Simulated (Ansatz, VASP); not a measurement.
**AlGa3N4 in VASP and in Ansatz**

The input POSCAR:

```
AlGa3N4
1.0
    4.2420772296      0.0000000000      0.0000000000
    0.0000000000      4.2420772296      0.0000000000
    0.0000000000      0.0000000000      4.6886116748
Al Ga N
1 3 4
Direct
    0.0000000000      0.0000000000      0.0000000000
    0.5000000000      0.5000000000      0.0000000000
    0.5000000000      0.0000000000      0.5000000000
    0.0000000000      0.5000000000      0.5000000000
    0.7553510553      0.7553510553      0.2446489447
    0.7553510553      0.2446489447      0.7553510553
    0.2446489447      0.7553510553      0.7553510553
    0.2446489447      0.2446489447      0.2446489447
```

The input INCAR.step1:

```
  ALGO = Normal
  EDIFF = 1E-4
  ENCUT = 520
  GGA = PE
  ISMEAR = 0
  LASPH = T
  LCHARG = F
  LREAL = F
  LWAVE = T
  NBANDS = 41
  NELM = 100
  PREC = Accurate
  SIGMA = 0.05
```

INCAR.step2

```
  ALGO = Normal
  EDIFF = 1E-6
  ENCUT = 520
  ISIF = 2
  ISMEAR = 0
  ISTART = 1
  LASPH = T
  LCHARG = T
  LELF = T
  LMIXTAU = T
  LREAL = F
  LVHAR = T
  LWAVE = F
  METAGGA = R2SCAN
  NBANDS = 41
  NELM = 100
  PREC = Accurate
  SIGMA = 0.05
```

The input KPOINTS:

```
k-points
0
Gamma
  6 6 6
```

Input for Ansatz:

```yaml
crystal:
  lattice:
    - [4.2420772296, 0.0, 0.0]
    - [0.0, 4.2420772296, 0.0]
    - [0.0, 0.0, 4.6886116748]
  atoms:
    - { symbol: Al, position: [0.0, 0.0, 0.0] }
    - { symbol: Ga, position: [0.5, 0.5, 0.0] }
    - { symbol: Ga, position: [0.5, 0.0, 0.5] }
    - { symbol: Ga, position: [0.0, 0.5, 0.5] }
    - { symbol: "N", position: [0.7553510553, 0.7553510553, 0.2446489447] }
    - { symbol: "N", position: [0.7553510553, 0.2446489447, 0.7553510553] }
    - { symbol: "N", position: [0.2446489447, 0.7553510553, 0.7553510553] }
    - { symbol: "N", position: [0.2446489447, 0.2446489447, 0.2446489447] }
basis:
  ecutwfc: 500
kpoints:
  mp_grid: { grid: [6, 6, 6] }
hamiltonian:
  xc: r2scan
scf:
  occupations: { method: gaussian, width: 0.05 }
output:
  forces: true
  stress: true
  eigenvalues: true
```

Change from the starting cell: strain -0.050 along x and y, +0.050 along z, atoms carried along.

Alike in both runs: task single point; functional r2SCAN; k mesh 6 × 6 × 6; occupations gaussian, width 0.05 eV; no spin polarisation.

```csv
,VASP,Ansatz
version,VASP 6.6.1,Ansatz 0.2.0
potentials or method,"VASP PAW PBE potentials, release 64 (Al, Ga_d, N), cutoff 520 eV","scalar-relativistic, plane waves, PAW"
valence electrons in the cell,62,62
```

|  | VASP | Ansatz | Ansatz less VASP |
| --- | --- | --- | --- |
| gap on the k mesh at the Fermi level (eV) | 2.98 | 2.98 | +0.001 |
| least direct gap on the mesh (eV) | 2.98 | 2.98 | 0.000 |
| pressure (GPa) | 12.0 | 11.2 | -0.83 |
| traceless stress, the component that is largest in VASP (GPa) | -11.21 | -11.38 | -0.166 |
| rms of the force components (eV/Å) | 0.057 | 0.043 | -0.0143 |

VASP's potentials were made for PBE, not for r2SCAN. Atom by atom the forces differ by 0.036 eV/Å (rms over components).
